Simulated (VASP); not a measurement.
A run of VASP 6.6.1:

Contents of POSCAR:

```
BaTiO3
1.0
    2.8402057435      1.6397935506      2.3313653756
   -2.8402057435      1.6397935506      2.3313653756
    0.0000000000     -3.2795871012      2.3313653755
Ba Ti O
1 1 3
Direct
   -0.0031997338     -0.0031997338     -0.0031997338
    0.4833974219      0.4833974219      0.4833974219
    0.5098204149      0.5098204149      0.0193614819
    0.0193614819      0.5098204149      0.5098204149
    0.5098204149      0.0193614819      0.5098204149
```

File INCAR.step1:

```
SYSTEM = BaTiO3
ALGO = Normal
EDIFF = 1E-4
ENCUT = 520
GGA = PE
ISMEAR = 0
LASPH = .True.
LCHARG = .False.
LREAL = .False.
LWAVE = .True.
NBANDS = 28
NELM = 80
PREC = Accurate
SIGMA = 0.01
```

File INCAR.step2:

```
SYSTEM = BaTiO3
ALGO = Normal
EDIFF = 1E-6
ENCUT = 520
ISIF = 2
ISMEAR = 0
ISTART = 1
LASPH = .True.
LCHARG = .False.
LMIXTAU = .True.
LREAL = .False.
LWAVE = .False.
METAGGA = R2SCAN
NBANDS = 28
NELM = 80
PREC = Accurate
SIGMA = 0.01
```

Contents of KPOINTS:

```
k-points
0
Gamma
  6 6 6
  0 0 0
```

Potentials or basis: VASP PAW PBE potentials, release 64 (Ba_sv, Ti_sv, O).

Command:

```console
$ cat potpaw_PBE.64/Ba_sv/POTCAR potpaw_PBE.64/Ti_sv/POTCAR potpaw_PBE.64/O/POTCAR > POTCAR
$ cp INCAR.step1 INCAR
$ mpirun -np 1 vasp_std > vasp.out
$ cp INCAR.step2 INCAR
$ mpirun -np 1 vasp_std > vasp.out
```

Hardware: 1 thread of Intel(R) Xeon(R) Platinum 8375C CPU @ 2.90GHz (Ice Lake), on a shared host.

Task: Estimate the wall time of this run.

Result: Run time: 3.5 min on 1 thread of Intel(R) Xeon(R) Platinum 8375C CPU @ 2.90GHz (Ice Lake), on a shared host, peak memory 0.21 GiB. Counts: k points 32.
